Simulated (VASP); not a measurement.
A run of VASP 6.6.1:

The input INCAR:

```
PREC = Accurate ; ENCUT = 520
EDIFF = 1E-7 ; ISMEAR = 0
SIGMA = 0.1 ; LREAL = Auto
LASPH = True ; NELM = 100
ALGO = Normal ; ISIF = 2
LWAVE = False ; LCHARG = False
GGA = PE ; NBANDS = 201
```

File KPOINTS:

```
regular mesh
0
Gamma
  3 3 3
```

The input POSCAR:

```
Pb
1.0
   -7.5586333039      7.5586333039      0.0000000000
   -7.5586333039      0.0000000000      7.5586333039
    0.0000000000      7.5586333039      7.5586333039
Pb
26
Direct
    0.3406675966      0.0000000000      0.0000000000
    0.0000000000      0.3406675966      0.0000000000
    0.0000000000      0.0000000000      0.3406675966
    0.6593324034      0.0000000000      0.0000000000
    0.3345979502      0.3345979502     -0.0037938506
    0.3345979502     -0.0037938506      0.3345979502
    0.0000000000      0.6593324034      0.0000000000
   -0.0037938506      0.3345979502      0.3345979502
    0.0000000000      0.0000000000      0.6593324034
    0.6593324034      0.3406675966      0.0000000000
    0.6593324034      0.0000000000      0.3406675966
    0.3406675966      0.6593324034      0.0000000000
    0.3345979502      0.3345979502      0.3345979502
    0.3406675966      0.0000000000      0.6593324034
    0.0000000000      0.6593324034      0.3406675966
    0.0000000000      0.3406675966      0.6593324034
    0.6654020498      0.6654020498      0.0037938506
    0.6661735464      0.3338264536      0.3338264536
    0.6654020498      0.0037938506      0.6654020498
    0.3338264536      0.6661735464      0.3338264536
    0.3338264536      0.3338264536      0.6661735464
    0.0037938506      0.6654020498      0.6654020498
    0.6661735464      0.6661735464      0.3338264536
    0.6661735464      0.3338264536      0.6661735464
    0.3338264536      0.6661735464      0.6661735464
    0.6654020498      0.6654020498      0.6654020498
```

Potentials or basis: VASP PAW PBE potentials, release 64 (Pb_d).

Launch:

```bash
$ cat potpaw_PBE.64/Pb_d/POTCAR > POTCAR
$ mpirun -np 1 vasp_std > vasp.out
```

Hardware: 1 thread of Intel(R) Xeon(R) Platinum 8559C (Emerald Rapids) (shared host).

Question: How long does it take, and how much memory?

Answer: It took 20 min on 1 thread of Intel(R) Xeon(R) Platinum 8559C (Emerald Rapids) (shared host), peak memory 1.1 GiB. Counts: scf iterations 17, k points 4.
